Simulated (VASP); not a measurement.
# Ti (C2) in VASP: further runs

Runs on Ti. Level: PBE. Tasks: single point.

Everything below comes from runs of VASP 6.6.1. Logs are shortened: lines on timing, memory, paths and dates and some standing lists are left out, and cuts for length are marked.

## 1. The cell of the first run

Symmetry: C2, No. 5, monoclinic system. The conventional cell has a = 7.931 Å, b = 4.579 Å, c = 2.832 Å, α = 90.00°, β = 90.00°, γ = 90.00°. Within 3.5 Å of Ti (site symmetry 2) lie 14 Ti at 2.68 to 3.33 Å. Ti (site symmetry 1) has 11 Ti at 2.66 to 3.33 Å within 3.5 Å.

## 2. Single point, PBE (atoms displaced along a vibrational mode)

Contents of INCAR:

```
ALGO     = Normal         # electronic algorithm
EDIFF    = 1E-6           # SCF threshold, eV
ENCUT    = 500            # plane-wave cutoff, eV
GGA      = PE             # functional
GGA_COMPAT= False        
ISIF     = 2              # what is computed and relaxed
ISMEAR   = 0              # smearing method
LASPH    = True           # aspherical terms in the spheres
LCHARG   = False          # write CHGCAR
LREAL    = False          # projectors in reciprocal space
LWAVE    = False          # write WAVECAR
NBANDS   = 25             # bands
NELM     = 120            # most SCF steps
PREC     = Accurate       # precision mode
SIGMA    = 0.15           # smearing width, eV
```

Contents of KPOINTS:

```
k-points
0
Gamma
  12 12 14
```

Contents of POSCAR:

```
Ti
1.0
    4.5790987804      0.0000000000      0.0000000000
   -2.2895493902      3.9656158702      0.0000000000
    0.0000000000      0.0000000000      2.8317615649
Ti
3
Direct
   -0.0493546898      0.0000000000      0.0000000000
    0.3580106782      0.6666666667      0.4491482610
    0.6913440116      0.3333333333      0.5508517390
```

Potentials or basis: VASP PAW PBE potentials, release 64 (Ti_sv).

Command:

```
cat potpaw_PBE.64/Ti_sv/POTCAR > POTCAR
mpirun -np 1 vasp_std > vasp.out
```

OUTCAR:

```text
EDIFF = 1E-6
   ENCUT = 500
   GGA = PE
   ISIF = 2
   ISMEAR = 0
   LASPH = True
   LREAL = False
   NELM = 120
   PREC = Accurate

 ion  position               nearest neighbor table
   1  0.951  0.000  0.000-   3 2.68   2 2.68   3 2.83   2 2.83
   2  0.358  0.667  0.449-   3 2.66   3 2.66   3 2.66   1 2.68   1 2.83
   3  0.691  0.333  0.551-   2 2.66   2 2.66   2 2.66   1 2.68   1 2.83

  LATTYP: Found a hexagonal cell.
 ALAT       =     4.5790987804
 C/A-ratio  =     0.6184102376

  Lattice vectors:

 A1 = (   4.5790987804,   0.0000000000,   0.0000000000)
 A2 = (  -2.2895493902,   3.9656158702,   0.0000000000)
 A3 = (   0.0000000000,   0.0000000000,   2.8317615649)

Analysis of symmetry for initial positions (statically):
=====================================================================
 Subroutine PRICEL returns:
 Original cell was already a primitive cell.

 Routine SETGRP: Setting up the symmetry group for a
 hexagonal supercell.

 Subroutine GETGRP returns: Found  2 space group operations
 (whereof  2 operations were pure point group operations)
 out of a pool of 24 trial point group operations.

The static configuration has the point symmetry C_2 .

Analysis of symmetry for dynamics (positions and initial velocities):
=====================================================================
 Subroutine PRICEL returns:
 Original cell was already a primitive cell.

 Routine SETGRP: Setting up the symmetry group for a
 hexagonal supercell.

 Subroutine GETGRP returns: Found  2 space group operations
 (whereof  2 operations were pure point group operations)
 out of a pool of 24 trial point group operations.

The dynamic configuration has the point symmetry C_2 .

 Subroutine INISYM returns: Found  2 space group operations
 (whereof  2 operations are pure point group operations),
 and found     1 'primitive' translations

----------------------------------------------------------------------------------------

                                     Primitive cell

  volume of cell :      51.4218

  direct lattice vectors                    reciprocal lattice vectors
     4.579098780  0.000000000  0.000000000     0.218383583  0.126083821  0.000000000
    -2.289549390  3.965615870  0.000000000     0.000000000  0.252167641  0.000000000
     0.000000000  0.000000000  2.831761565     0.000000000  0.000000000  0.353137076

  length of vectors
     4.579098780  4.579098780  2.831761565     0.252167641  0.252167641  0.353137076

  position of ions in fractional coordinates (direct lattice)
     0.950645310  0.000000000  0.000000000
     0.358010678  0.666666667  0.449148261
     0.691344012  0.333333333  0.550851739

  ion indices of the primitive-cell ions
   primitive index   ion index
                 1           1
                 2           2
                 3           3

----------------------------------------------------------------------------------------

 KPOINTS: k-points

Automatic generation of k-mesh.
 Grid dimensions read from file:
 generate k-points for:   12   12   14

 Generating k-lattice:

  Cartesian coordinates                     Fractional coordinates (reciprocal lattice)
     0.018198632  0.010506985  0.000000000     0.083333333  0.000000000  0.000000000
     0.000000000  0.021013970  0.000000000     0.000000000  0.083333333  0.000000000
     0.000000000  0.000000000  0.025224077     0.000000000  0.000000000  0.071428571

  Length of vectors
     0.021013970  0.021013970  0.025224077

  Shift w.r.t. Gamma in fractional coordinates (k-lattice)
     0.000000000  0.000000000  0.000000000

 Subroutine IBZKPT returns following result:
 ===========================================

 Found    554 irreducible k-points:

 Following reciprocal coordinates:
            Coordinates               Weight
  0.000000  0.000000  0.000000      1.000000
  0.083333 -0.000000  0.000000      4.000000
  0.000000  0.083333  0.000000      2.000000
  0.166667  0.000000  0.000000      4.000000
  0.000000  0.166667  0.000000      2.000000
  0.250000 -0.000000  0.000000      4.000000
[... 16 lines left out ...]
 -0.083333  0.416667  0.000000      4.000000
 -0.416667  0.333333  0.000000      4.000000
 [... further k-points ...]
   k-points           NKPTS =    554   k-points in BZ     NKDIM =    554   number of bands    NBANDS=     25
   number of dos      NEDOS =    301   number of ions     NIONS =      3
   total plane-waves  NPLWV =  31104
   dimension x,y,z NGX =    36 NGY =   36 NGZ =   24
   dimension x,y,z NGXF=    72 NGYF=   72 NGZF=   48
   ions per type =               3
   NGX,Y,Z   is equivalent  to a cutoff of  13.07, 13.07, 14.09 a.u.
   NGXF,Y,Z  is equivalent  to a cutoff of  26.14, 26.14, 28.18 a.u.
 SYSTEM =  unknown system
   PREC   = accura    normal or accurate (medium, high low for compatibility)
   ISTART =      0    job   : 0-new  1-cont  2-samecut
   ICHARG =      2    charge: 1-file 2-atom 10-const
   ISPIN  =      1    spin polarized calculation?
   LNONCOLLINEAR =      F non collinear calculations
   LSORBIT =      F    spin-orbit coupling
   LASPH  =      T    aspherical Exc in radial PAW
   ENCUT  =  500.0 eV  36.75 Ry    6.06 a.u.   8.35  8.35  5.16*2*pi/ulx,y,z
   NELM   =    120;   NELMIN=  2; NELMDL= -5     # of ELM steps
   EDIFF  = 0.1E-05   stopping-criterion for ELM
   LREAL  =      F    real-space projection
   EDIFFG = 0.1E-04   stopping-criterion for IOM
   NSW    =      0    number of steps for IOM
   IBRION =     -1    ionic relax: 0-MD 1-quasi-New 2-CG
   NFREE  =      0    steps in history (QN), initial steepest desc. (CG)
   ISIF   =      2    stress and relaxation
   ISYM   =      2    0-nonsym 1-usesym 2-fastsym
   POTIM  = 0.5000    time-step for ionic-motion
   TEBEG  =    0.0;   TEEND  =   0.0 temperature during run
   PSTRESS=    0.0 pullay stress
   NELECT =      36.0000    total number of electrons
   NUPDOWN=      -1.0000    fix difference up-down
   EMIN   =  10.00;   EMAX   =-10.00  energy-range for DOS
   EFERMI =   0.00;   METHOD = LEGACY
   ISMEAR =     0;   SIGMA  =   0.15  broadening in eV -4-tet -1-fermi 0-gaus
   EFERMI_NEDOS =   21; number of points for ismear=-14 and -15
   IALGO  =     38    algorithm
   IMIX   =      4    mixing-type and parameters
     AMIX     =   0.40;   BMIX     =  1.00
     AMIX_MAG =   1.60;   BMIX_MAG =  1.00
  volume/ion in A,a.u.               =      17.14       115.67
  Fermi-wavevector in a.u.,A,eV,Ry     =   1.453650  2.747000 28.750452  2.113099
  Thomas-Fermi vector in A             =   2.570892
   LORBIT       =      0    0 simple, 1 ext, 2 COOP (PROOUT), +10 PAW based schemes
   GGA     = PE    functional components
   LHFCALC =     F    Hartree Fock is set to
   AEXX    =    0.0000 exact exchange contribution
   IVDW    =     0    specifies the selected vdW correction
   LEPSILON=     F    determine dielectric tensor
   LRPA    =     F    only Hartree local field effects (RPA)
 non-spin polarized calculation
 Gauss-broadening in eV      SIGMA  =   0.15
  energy-cutoff  :      500.00
  volume of cell :       51.42
 maximum number of plane-waves:      1330
 NGX is ok and might be reduce to    36
   NGX = 17   NGY = 17   NGZ = 11

 number of electron      36.0000002 magnetization

 Free energy of the ion-electron system (eV)
  ---------------------------------------------------
  ext. energy  EPLUGINS =         0.00000000
  ---------------------------------------------------
  free energy    TOTEN  =       -23.26155124 eV

  energy without entropy =      -23.22576913  energy(sigma->0) =      -23.24366018

 E-fermi :   8.2977     XC(G=0): -11.5280

 val. band max:        8.2973748045   @ k =  -0.1667  -0.4167   0.2143
 cond. band min:       8.2986822365   @ k =   0.2500   0.4167   0.2143
 fundamental gap:      0.0013074320
 Fermi energy:         8.2976609488

 k-point     1 :       0.0000    0.0000    0.0000
  band No.  band energies     occupation
      1     -48.4103      2.00000
      2     -48.2302      2.00000
      3     -48.1153      2.00000
      4     -24.8714      2.00000
      5     -24.8608      2.00000
      6     -24.6148      2.00000
[... 17 lines left out ...]
     24      10.0608      0.00000
     25      10.7802      0.00000

 k-point     2 :       0.0833   -0.0000    0.0000
  band No.  band energies     occupation
      1     -48.4081      2.00000
      2     -48.2300      2.00000
      3     -48.1179      2.00000
      4     -24.8958      2.00000
      5     -24.8453      2.00000
      6     -24.6264      2.00000
[... 17 lines left out ...]
     24      10.0813      0.00000
     25      10.7532      0.00000

 k-point     3 :       0.0000    0.0833    0.0000
  band No.  band energies     occupation
      1     -48.4078      2.00000
      2     -48.2304      2.00000
      3     -48.1178      2.00000
      4     -24.9131      2.00000
      5     -24.8069      2.00000
      6     -24.6682      2.00000
[... 17 lines left out ...]
     24      10.1962      0.00000
     25      10.6072      0.00000

 k-point     4 :       0.1667    0.0000    0.0000
  band No.  band energies     occupation
      1     -48.4021      2.00000
      2     -48.2289      2.00000
      3     -48.1252      2.00000
      4     -24.9222      2.00000
      5     -24.8409      2.00000
      6     -24.6132      2.00000
[... 17 lines left out ...]
     24      10.1231      0.00000
     25      10.7984      0.00000
[... 477 lines left out ...]
 k-point    22 :       0.3333    0.0833    0.0000
  band No.  band energies     occupation
      1     -48.3797      2.00000
      2     -48.2192      2.00000
      3     -48.1583      2.00000
      4     -24.9647      2.00000
      5     -24.7962      2.00000
      6     -24.5766      2.00000
[... 17 lines left out ...]
     24      10.7427      0.00000
     25      10.8857      0.00000

 k-point    23 :      -0.0833    0.4167    0.0000
  band No.  band energies     occupation
      1     -48.3746      2.00000
      2     -48.2279      2.00000
      3     -48.1549      2.00000
      4     -24.9664      2.00000
      5     -24.7485      2.00000
      6     -24.6256      2.00000
[... 17 lines left out ...]
     24      10.7408      0.00000
     25      11.1074      0.00000

 k-point    24 :      -0.4167    0.3333    0.0000
  band No.  band energies     occupation
      1     -48.3810      2.00000
      2     -48.2169      2.00000
      3     -48.1592      2.00000
      4     -24.9595      2.00000
      5     -24.8124      2.00000
      6     -24.5790      2.00000
[... 17 lines left out ...]
     24      10.6474      0.00000
     25      10.8615      0.00000

 [... further k-points ...]
[... 5 lines left out ...]
  --------------------------------------------------------------------------------------
  -------------------------------------------------------------------------------------
  Total        1.3283176      0.7705923      0.5184821      0.0000000     -0.0902467      0.0000000
  in kB       41.3871164     24.0097653     16.1546305      0.0000000     -2.8118672      0.0000000
  external PRESSURE =      27.1838374 kB  Pullay stress =       0.0000000 kB

 VOLUME and BASIS-vectors are now :
 -----------------------------------------------------------------------------
  energy-cutoff  :      500.00
  volume of cell :       51.42
      direct lattice vectors                 reciprocal lattice vectors
     4.579098780  0.000000000  0.000000000     0.218383583  0.126083821  0.000000000
    -2.289549390  3.965615870  0.000000000     0.000000000  0.252167641  0.000000000
     0.000000000  0.000000000  2.831761565     0.000000000  0.000000000  0.353137076

 POSITION                                       TOTAL-FORCE (eV/Angst)
 -----------------------------------------------------------------------------------
      4.35310      0.00000      0.00000         1.515115      0.000000      0.000000
      0.11300      2.64374      1.27188        -0.757558     -0.307645      0.363783
      2.40255      1.32187      1.55988        -0.757558      0.307645     -0.363783
 -----------------------------------------------------------------------------------
    total drift:                               -0.000102     -0.000001      0.000000

  FREE ENERGIE OF THE ION-ELECTRON SYSTEM (eV)
  ---------------------------------------------------
  free  energy   TOTEN  =       -23.2615512372 eV

  energy  without entropy=      -23.2257691272  energy(sigma->0) =      -23.24366018
```

It took 4.8 min on 1 thread of Intel Xeon 6975P-C (Granite Rapids), shared host; peak memory 0.57 GiB.

What came out:

```yaml
Free_energy: -23.2616 eV
Pressure: 2.7 GPa
Largest_force: 1.515 eV/Å
Band_gap_on_the_k_mesh: zero (bands 18 and 19 overlap by 0.31 eV)
```

Forces on the atoms (eV/Å):
```
Ti   1.515  0.000  0.000
Ti  -0.758 -0.308  0.364
Ti  -0.758  0.308 -0.364
```

Levels at points of the mesh, in eV from the Fermi level:
| k point | band 15 | band 16 | band 17 | band 18 | band 19 | band 20 | band 21 | band 22 |
| --- | --- | --- | --- | --- | --- | --- | --- | --- |
| (0.00, 0.00, 0.00) | -0.84 | -0.83 | -0.49 | -0.49 | 0.02 | 1.05 | 1.09 | 1.31 |
| (0.50, 0.00, 0.00) | -2.54 | -0.83 | -0.55 | -0.13 | 0.46 | 0.80 | 1.13 | 1.18 |
| (0.00, 0.50, 0.00) | -2.59 | -0.79 | -0.39 | -0.13 | 0.23 | 0.50 | 1.15 | 1.26 |
| (0.00, 0.00, 0.50) | -2.01 | -1.65 | -1.35 | -1.31 | 0.50 | 0.52 | 1.89 | 1.90 |
| (0.50, 0.00, 0.50) | -1.65 | -1.06 | -0.85 | -0.35 | 0.28 | 0.83 | 1.01 | 1.31 |
| (0.00, 0.50, 0.50) | -1.63 | -1.32 | -0.84 | -0.34 | 0.21 | 1.08 | 1.09 | 1.50 |

Caveat: the cell differs from its parent crystal (atoms displaced along a vibrational mode); forces of over 1 eV/Å act on the atoms, so gaps and moduli don't describe the material at rest.

## 3. Single point, PBE (atoms displaced along a vibrational mode)

Contents of INCAR:

```
SYSTEM = Ti
PREC = Accurate ; ENCUT = 500
EDIFF = 1E-6 ; ISMEAR = 0
SIGMA = 0.15 ; LREAL = .FALSE.
LASPH = .TRUE. ; NELM = 120
ALGO = Normal ; ISIF = 2
LWAVE = .FALSE. ; LCHARG = .FALSE.
GGA = PE ; NBANDS = 25
GGA_COMPAT = .FALSE.
```

Contents of KPOINTS:

```
Automatic mesh
0
G
  12 12 14
  0 0 0
```

Contents of POSCAR:

```
Ti
1.0
    4.5790987804      0.0000000000      0.0000000000
   -2.2895493902      3.9656158702      0.0000000000
    0.0000000000      0.0000000000      2.8317615649
Ti
3
Direct
   -0.0164442838      0.0000000000      0.0000000000
    0.3415554752      0.6666666667      0.4745741305
    0.6748888086      0.3333333333      0.5254258695
```

Potentials or basis: VASP PAW PBE potentials, release 64 (Ti_sv).

Command:

```
cat potpaw_PBE.64/Ti_sv/POTCAR > POTCAR
mpirun -np 1 vasp_std > vasp.out
```

It took 4.8 min on 1 thread of Intel Xeon 6975P-C (Granite Rapids), shared host; peak memory 0.57 GiB.

The run converged. Its results:

```yaml
Free_energy: -23.5032 eV
Pressure: 0.1 GPa
Largest_force: 0.331 eV/Å
Band_gap_on_the_k_mesh: zero (bands 18 and 19 overlap by 0.28 eV)
```

Forces in eV/Å, atoms in the order of the input:
```
Ti   0.331  0.000  0.000
Ti  -0.166 -0.040  0.229
Ti  -0.166  0.040 -0.229
```

Stress tensor (GPa, compression positive):
```
 0.37  0.00  0.00
 0.00 -0.06 -0.03
 0.00 -0.03  0.01
```

Levels at points of the mesh, in eV from the Fermi level:
| k point | band 16 | band 17 | band 18 | band 19 | band 20 | band 21 |
| --- | --- | --- | --- | --- | --- | --- |
| (0.00, 0.00, 0.00) | -0.72 | -0.58 | -0.57 | -0.05 | 0.74 | 1.25 |
| (0.50, 0.00, 0.00) | -0.51 | -0.41 | -0.25 | 0.17 | 0.56 | 1.08 |
| (0.00, 0.50, 0.00) | -0.51 | -0.34 | -0.28 | 0.10 | 0.55 | 1.08 |
| (0.00, 0.00, 0.50) | -1.71 | -1.54 | -1.53 | 0.80 | 0.80 | 1.53 |
| (0.50, 0.00, 0.50) | -1.13 | -0.75 | -0.53 | 0.32 | 0.83 | 0.94 |
| (0.00, 0.50, 0.50) | -1.16 | -0.74 | -0.52 | 0.30 | 0.86 | 0.95 |

Caveat: the cell differs from its parent crystal (atoms displaced along a vibrational mode).
